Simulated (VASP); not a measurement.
A run of VASP 6.6.1 is set up as follows.

File INCAR:

```
  PREC = Accurate
  ENCUT = 520
  EDIFF = 1E-7
  ISMEAR = -1
  SIGMA = 0.1
  LREAL = F
  LASPH = T
  NELM = 100
  ALGO = Normal
  ISIF = 2
  LWAVE = F
  LCHARG = F
  GGA = RE
  NBANDS = 12
```

File KPOINTS:

```
Automatic mesh
0
Gamma
  15 15 15
```

File POSCAR:

```
Ti
1.0
    0.0000000000      2.1266125406      2.1266125406
    2.1266125406      0.0000000000      2.1266125406
    2.1266125406      2.1266125406      0.0000000000
Ti
1
Direct
    0.0000000000      0.0000000000      0.0000000000
```

Potentials or basis: VASP PAW PBE potentials, release 64 (Ti_sv).

Command:

```console
$ cat potpaw_PBE.64/Ti_sv/POTCAR > POTCAR
$ mpirun -np 1 vasp_std > vasp.out
```

What does it give for the pressure?

-7.0 GPa.

What does it give for the band gap on the k mesh?

Zero (band 6 reaches 8.08 eV, above the bottom of band 7 at 7.02 eV).

Caveat: the PAW data sets were made with another functional, which shifts forces and pressure a little.
